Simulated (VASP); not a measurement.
# Ti: single point with PBE

Ti:

```
Ti
1.0
     2.85833    0.00000    0.00000
    -1.42917    2.47539    0.00000
     0.00000    0.00000    4.52411
Ti
2
Direct
  0.33333 0.66667 0.25000
  0.66667 0.33333 0.75000
```

This cell differs from its parent crystal: volume scaled by 0.92.

```
Program             : VASP 6.6.1
Task                : single point
Functional          : PBE
Potentials or basis : VASP PAW PBE potentials, release 64 (Ti_sv)
Cutoff              : 520 eV
k mesh              : 20 × 20 × 11
Occupations         : fermi-dirac, width 0.05 eV
Spin                : collinear spin, ferromagnetic start
Starting moments    : [1.0, 1.0] μB
```

- Pressure: 10.4 GPa
- Band gap on the k mesh: zero (filled and empty bands overlap)
- Net moment: 0.00 μB per cell
- Valence electrons inside the program's atomic spheres: Ti 10.35

Stress tensor (GPa, compression positive):
```
10.32  0.00  0.00
 0.00 10.32  0.00
 0.00  0.00 10.51
```

Levels at points of the mesh, in eV from the Fermi level:
Spin up:
```tsv
k point	band 10	band 11	band 12	band 13	band 14	band 15
(0.00, 0.00, 0.00)	-2.91	0.81	0.81	0.95	1.02	1.37
(0.50, 0.00, 0.00)	-2.42	-2.07	-0.54	0.48	0.70	1.30
```
Spin down:
```tsv
k point	band 9	band 10	band 11	band 12	band 13	band 14	band 15	band 16
(0.00, 0.00, 0.00)	-6.41	-2.91	0.81	0.81	0.95	1.02	1.37	1.37
(0.50, 0.00, 0.00)	-2.46	-2.42	-2.07	-0.54	0.48	0.70	1.30	3.69
```

It took 4.3 min on 1 thread of Intel Xeon 6975P-C, on a shared host, peak memory 0.37 GiB.
